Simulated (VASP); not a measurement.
Wanted: the native input for a VASP 6.6.1 run.

* Task: single point
* Functional: PBEsol
* Potentials or basis: VASP PAW PBE potentials, release 64 (Ti_sv)
* Cutoff: 520 eV
* k mesh: 11 × 11 × 11
* Occupations: fermi-dirac, width 0.1 eV
* Spin: no spin polarisation
* Dipole correction: no
* Further INCAR settings: ALGO = Normal; EDIFF = 1e-07; NBANDS = 19

The structure of Ti lies in POSCAR:

```
Ti
1.0
    0.0000000000      2.6514428002      2.6514428002
    2.6514428002      0.0000000000      2.6514428002
    2.6514428002      2.6514428002      0.0000000000
Ti
2
Direct
    0.1250000000      0.1250000000      0.1250000000
    0.8750000000      0.8750000000      0.8750000000
```

This cell differs from its parent crystal: volume scaled by 0.88.

One way to write it, as run:

INCAR

```
SYSTEM = Ti
  PREC = Accurate
  ENCUT = 520
  EDIFF = 1E-7
  ISMEAR = -1
  SIGMA = 0.1
  LREAL = .False.
  LASPH = .True.
  NELM = 60
  ALGO = Normal
  ISIF = 2
  LWAVE = .False.
  LCHARG = .True.
  GGA = PS
  LELF = .True.
  LVHAR = .True.
  NBANDS = 19
```

KPOINTS

```
regular mesh
0
Gamma
  11 11 11
  0 0 0
```

Potentials or basis: VASP PAW PBE potentials, release 64 (Ti_sv).

The run is started by

```bash
$ cat potpaw_PBE.64/Ti_sv/POTCAR > POTCAR
$ mpirun -np 1 vasp_std > vasp.out
```

It gave:

The pressure is 5.6 GPa. The band gap on the k mesh is zero (band 12 reaches 7.41 eV, above the bottom of band 13 at 6.93 eV).

Caveat: the PAW data sets were made with another functional, which shifts forces and pressure a little.

Wall time 36 s on 1 thread of Intel(R) Xeon(R) Platinum 8375C CPU @ 2.90GHz (Ice Lake), with other jobs on the host, peak memory 0.17 GiB.
